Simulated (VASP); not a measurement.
# SiO2 in VASP: single point with LDA

Aim: the single point of SiO2 with LDA.

All numbers are computed with VASP 6.6.1; they aren't measurements. Logs are shortened: lines on timing, memory, paths and dates and some standing lists are left out, and cuts for length are marked.

## (1) The cell of the first run

The typed cell holds 6 atoms: a = 5.040 Å, b = 5.040 Å, c = 5.040 Å, α = 121.51°, β = 121.51°, γ = 87.41°.

## (2) Single point, LDA

INCAR

```
SYSTEM = SiO2
PREC = Accurate ; ENCUT = 600
EDIFF = 1E-6 ; ISMEAR = 0
SIGMA = 0.05 ; LREAL = .FALSE.
LASPH = .TRUE. ; NELM = 120
ALGO = Normal ; ISIF = 2
LWAVE = .FALSE. ; LCHARG = .FALSE.
NBANDS = 25 ; GGA_COMPAT = .FALSE.
```

KPOINTS

```
Automatic mesh
0
G
  6 6 6
  0 0 0
```

POSCAR

```
SiO2
1.0
   -2.4624995674      2.4624995674      3.6436692979
    2.4624995674     -2.4624995674      3.6436692979
    2.4624995674      2.4624995674     -3.6436692979
Si O
2 4
Direct
   -0.0000265489     -0.0000405061     -0.0000901950
    0.7500216809      0.2499102391      0.4999890274
    0.9737867478      0.6249999106      0.8494847093
    0.3750007764      0.2239784317      0.3489652575
    0.7762138420      0.1257348989      0.1512246092
    0.8750035016      0.0254170261      0.6504265913
```

Potentials or basis: VASP PAW LDA potentials, release 64 (Si, O).

The run is started by

```
$ cat potpaw_LDA.64/Si/POTCAR potpaw_LDA.64/O/POTCAR > POTCAR
$ mpirun -np 1 vasp_std > vasp.out
```

OUTCAR:

```text
SYSTEM = SiO2
   PREC = Accurate
   ENCUT = 600
   EDIFF = 1E-6
   ISMEAR = 0
   LREAL = .FALSE.
   LASPH = .TRUE.
   NELM = 120
   ISIF = 2

 ion  position               nearest neighbor table
   1  1.000  1.000  1.000-   4 1.61   3 1.61   5 1.61   6 1.61   2 3.06   2 3.06   2 3.06   2 3.06

   2  0.750  0.250  0.500-   4 1.61   5 1.61   3 1.61   6 1.61   1 3.06   1 3.06   1 3.06   1 3.06

   3  0.974  0.625  0.849-   1 1.61   2 1.61
   4  0.375  0.224  0.349-   2 1.61   1 1.61
   5  0.776  0.126  0.151-   2 1.61   1 1.61
   6  0.875  0.025  0.650-   2 1.61   1 1.61

  LATTYP: Found a body centered tetragonal cell.
 ALAT       =     4.9249991348
 C/A-ratio  =     1.4796629190

  Lattice vectors:

 A1 = (  -2.4624995674,   2.4624995674,   3.6436692979)
 A2 = (   2.4624995674,  -2.4624995674,   3.6436692979)
 A3 = (   2.4624995674,   2.4624995674,  -3.6436692979)

Analysis of symmetry for initial positions (statically):
=====================================================================
 Subroutine PRICEL returns:
 Original cell was already a primitive cell.

 Routine SETGRP: Setting up the symmetry group for a
 body centered tetragonal supercell.

 Subroutine GETGRP returns: Found  1 space group operations
 (whereof  1 operations were pure point group operations)
 out of a pool of 16 trial point group operations.

The static configuration has the point symmetry C_1 .

Analysis of symmetry for dynamics (positions and initial velocities):
=====================================================================
 Subroutine PRICEL returns:
 Original cell was already a primitive cell.

 Routine SETGRP: Setting up the symmetry group for a
 body centered tetragonal supercell.

 Subroutine GETGRP returns: Found  1 space group operations
 (whereof  1 operations were pure point group operations)
 out of a pool of 16 trial point group operations.

The dynamic configuration has the point symmetry C_1 .

 Subroutine INISYM returns: Found  1 space group operations
 (whereof  1 operations are pure point group operations),
 and found     1 'primitive' translations

----------------------------------------------------------------------------------------

                                     Primitive cell

  volume of cell :      88.3794

  direct lattice vectors                    reciprocal lattice vectors
    -2.462499567  2.462499567  3.643669298     0.000000000  0.203045721  0.137224309
     2.462499567 -2.462499567  3.643669298     0.203045721  0.000000000  0.137224309
     2.462499567  2.462499567 -3.643669298     0.203045721  0.203045721  0.000000000

  length of vectors
     5.040251402  5.040251402  5.040251402     0.245067492  0.245067492  0.287150012

  position of ions in fractional coordinates (direct lattice)
     0.999973451  0.999959494  0.999909805
     0.750021681  0.249910239  0.499989027
     0.973786748  0.624999911  0.849484709
     0.375000776  0.223978432  0.348965257
     0.776213842  0.125734899  0.151224609
     0.875003502  0.025417026  0.650426591

  ion indices of the primitive-cell ions
   primitive index   ion index
                 1           1
                 2           2
                 3           3
                 4           4
                 5           5
                 6           6

----------------------------------------------------------------------------------------

 KPOINTS: Automatic mesh

Automatic generation of k-mesh.
 Grid dimensions read from file:
 generate k-points for:    6    6    6

 Generating k-lattice:

  Cartesian coordinates                     Fractional coordinates (reciprocal lattice)
     0.000000000  0.033840953  0.022870718     0.166666667  0.000000000  0.000000000
     0.033840953  0.000000000  0.022870718     0.000000000  0.166666667  0.000000000
     0.033840953  0.033840953  0.000000000     0.000000000  0.000000000  0.166666667

  Length of vectors
     0.040844582  0.040844582  0.047858335

  Shift w.r.t. Gamma in fractional coordinates (k-lattice)
     0.000000000  0.000000000  0.000000000

 Subroutine IBZKPT returns following result:
 ===========================================

 Found    112 irreducible k-points:

 Following reciprocal coordinates:
            Coordinates               Weight
  0.000000  0.000000  0.000000      1.000000
  0.166667 -0.000000  0.000000      2.000000
 -0.000000  0.166667  0.000000      2.000000
 -0.000000  0.166667 -0.166667      2.000000
  0.166667 -0.000000 -0.166667      2.000000
  0.333333 -0.000000  0.000000      2.000000
[... 16 lines left out ...]
  0.500000 -0.000000  0.166667      2.000000
 -0.333333 -0.166667  0.500000      2.000000
 [... further k-points ...]
   k-points           NKPTS =    112   k-points in BZ     NKDIM =    112   number of bands    NBANDS=     25
   number of dos      NEDOS =    301   number of ions     NIONS =      6
   total plane-waves  NPLWV =  64000
   dimension x,y,z NGX =    40 NGY =   40 NGZ =   40
   dimension x,y,z NGXF=    80 NGYF=   80 NGZF=   80
   ions per type =               2   4
   NGX,Y,Z   is equivalent  to a cutoff of  13.19, 13.19, 13.19 a.u.
   NGXF,Y,Z  is equivalent  to a cutoff of  26.39, 26.39, 26.39 a.u.
 SYSTEM =  SiO2
   PREC   = accura    normal or accurate (medium, high low for compatibility)
   ISTART =      0    job   : 0-new  1-cont  2-samecut
   ICHARG =      2    charge: 1-file 2-atom 10-const
   ISPIN  =      1    spin polarized calculation?
   LNONCOLLINEAR =      F non collinear calculations
   LSORBIT =      F    spin-orbit coupling
   LASPH  =      T    aspherical Exc in radial PAW
   ENCUT  =  600.0 eV  44.10 Ry    6.64 a.u.  10.07 10.07 10.07*2*pi/ulx,y,z
   NELM   =    120;   NELMIN=  2; NELMDL= -5     # of ELM steps
   EDIFF  = 0.1E-05   stopping-criterion for ELM
   LREAL  =      F    real-space projection
   EDIFFG = 0.1E-04   stopping-criterion for IOM
   NSW    =      0    number of steps for IOM
   IBRION =     -1    ionic relax: 0-MD 1-quasi-New 2-CG
   NFREE  =      0    steps in history (QN), initial steepest desc. (CG)
   ISIF   =      2    stress and relaxation
   ISYM   =      2    0-nonsym 1-usesym 2-fastsym
   POTIM  = 0.5000    time-step for ionic-motion
   TEBEG  =    0.0;   TEEND  =   0.0 temperature during run
   PSTRESS=    0.0 pullay stress
   NELECT =      32.0000    total number of electrons
   NUPDOWN=      -1.0000    fix difference up-down
   EMIN   =  10.00;   EMAX   =-10.00  energy-range for DOS
   EFERMI =   0.00;   METHOD = LEGACY
   ISMEAR =     0;   SIGMA  =   0.05  broadening in eV -4-tet -1-fermi 0-gaus
   EFERMI_NEDOS =   21; number of points for ismear=-14 and -15
   IALGO  =     38    algorithm
   IMIX   =      4    mixing-type and parameters
     AMIX     =   0.40;   BMIX     =  1.00
     AMIX_MAG =   1.60;   BMIX_MAG =  1.00
  volume/ion in A,a.u.               =      14.73        99.40
  Fermi-wavevector in a.u.,A,eV,Ry     =   1.166830  2.204990 18.524239  1.361493
  Thomas-Fermi vector in A             =   2.303338
   LORBIT       =      0    0 simple, 1 ext, 2 COOP (PROOUT), +10 PAW based schemes
   GGA     = CA    functional components
   LHFCALC =     F    Hartree Fock is set to
   AEXX    =    0.0000 exact exchange contribution
   IVDW    =     0    specifies the selected vdW correction
   LEPSILON=     F    determine dielectric tensor
   LRPA    =     F    only Hartree local field effects (RPA)
 non-spin polarized calculation
 Gauss-broadening in eV      SIGMA  =   0.05
  energy-cutoff  :      600.00
  volume of cell :       88.38
 maximum number of plane-waves:      2978
   NGX = 21   NGY = 21   NGZ = 21

 number of electron      32.0000009 magnetization

 Free energy of the ion-electron system (eV)
  ---------------------------------------------------
  ext. energy  EPLUGINS =         0.00000000
  ---------------------------------------------------
  free energy    TOTEN  =       -51.89345846 eV

  energy without entropy =      -51.89345846  energy(sigma->0) =      -51.89345846

 E-fermi :  -0.3340     XC(G=0):  -8.8095

 val. band max:       -0.5951893340   @ k =   0.0000   0.0000   0.0000
 cond. band min:       5.1702699323   @ k =   0.0000   0.0000   0.0000
 fundamental gap:      5.7654592663
 Fermi energy:        -0.3339798230

 k-point     1 :       0.0000    0.0000    0.0000
  band No.  band energies     occupation
      1     -19.6116      2.00000
      2     -17.4264      2.00000
      3     -17.4248      2.00000
      4     -17.3635      2.00000
      5      -9.8609      2.00000
      6      -6.1863      2.00000
[... 17 lines left out ...]
     24      12.1895      0.00000
     25      12.9060      0.00000

 k-point     2 :       0.1667   -0.0000    0.0000
  band No.  band energies     occupation
      1     -19.5254      2.00000
      2     -17.5617      2.00000
      3     -17.4304      2.00000
      4     -17.3862      2.00000
      5      -9.6408      2.00000
      6      -6.2474      2.00000
[... 17 lines left out ...]
     24      12.2050      0.00000
     25      12.6958      0.00000

 k-point     3 :      -0.0000    0.1667    0.0000
  band No.  band energies     occupation
      1     -19.5254      2.00000
      2     -17.5609      2.00000
      3     -17.4320      2.00000
      4     -17.3854      2.00000
      5      -9.6412      2.00000
      6      -6.2472      2.00000
[... 552 lines left out ...]
 k-point    23 :       0.5000   -0.0000    0.1667
  band No.  band energies     occupation
      1     -19.1549      2.00000
      2     -18.1023      2.00000
      3     -17.4507      2.00000
      4     -17.4157      2.00000
      5      -8.8163      2.00000
      6      -6.7637      2.00000
[... 17 lines left out ...]
     24      12.4690      0.00000
     25      12.9251      0.00000

 k-point    24 :      -0.3333   -0.1667    0.5000
  band No.  band energies     occupation
      1     -19.1553      2.00000
      2     -18.1015      2.00000
      3     -17.4520      2.00000
      4     -17.4145      2.00000
      5      -8.8188      2.00000
      6      -6.7622      2.00000
[... 17 lines left out ...]
     24      12.4686      0.00000
     25      12.9234      0.00000

 [... further k-points ...]

------------------------ aborting loop because EDIFF is reached ----------------------------------------

  FORCE on cell =-STRESS in cart. coord.  units (eV):
  Direction    XX          YY          ZZ          XY          YZ          ZX
  --------------------------------------------------------------------------------------
  -------------------------------------------------------------------------------------
  Total        0.1757235      0.1813350      0.1798993     -0.0004555      0.0319446     -0.0004173
  in kB        3.1855841      3.2873121      3.2612849     -0.0082570      0.5791040     -0.0075656
  external PRESSURE =       3.2447270 kB  Pullay stress =       0.0000000 kB

 VOLUME and BASIS-vectors are now :
 -----------------------------------------------------------------------------
  energy-cutoff  :      600.00
  volume of cell :       88.38
      direct lattice vectors                 reciprocal lattice vectors
    -2.462499567  2.462499567  3.643669298     0.000000000  0.203045721  0.137224309
     2.462499567 -2.462499567  3.643669298     0.203045721  0.000000000  0.137224309
     2.462499567  2.462499567 -3.643669298     0.203045721  0.203045721  0.000000000

 POSITION                                       TOTAL-FORCE (eV/Angst)
 -----------------------------------------------------------------------------------
      2.46224      2.46231      3.64375         0.001167     -0.003127     -0.002199
     -0.00030      2.46275      1.82163         0.002202      0.002113      0.005004
      1.23297      2.95074      2.73021        -0.002724      0.028489      0.001658
      0.48743      1.23122      0.91097         0.022910     -0.000034     -0.000928
     -1.22941      1.97419      2.73539        -0.003260     -0.027526     -0.003223
     -0.49043      3.69378      0.91090        -0.020296      0.000085     -0.000312
 -----------------------------------------------------------------------------------
    total drift:                                0.000030      0.000003      0.000001

  FREE ENERGIE OF THE ION-ELECTRON SYSTEM (eV)
  ---------------------------------------------------
  free  energy   TOTEN  =       -51.8934584639 eV

  energy  without entropy=      -51.8934584639  energy(sigma->0) =      -51.89345846
```

Wall time 6.4 min (1 thread of Oxide Virtual Turin-like, shared host); peak memory 0.31 GiB.

Results:

| Property | Result |
| --- | --- |
| Free energy | -51.8935 eV |
| Pressure | 0.3 GPa |
| Largest force | 0.029 eV/Å |
| Band gap on the k mesh | 5.77 eV |

Forces on the atoms (eV/Å):
```
Si   0.001 -0.003 -0.002
Si   0.002  0.002  0.005
O   -0.003  0.028  0.002
O    0.023  0.000 -0.001
O   -0.003 -0.028 -0.003
O   -0.020  0.000  0.000
```

Stress tensor (GPa, compression positive):
```
0.32 0.00 0.00
0.00 0.33 0.06
0.00 0.06 0.33
```

A k mesh can miss the band edges.
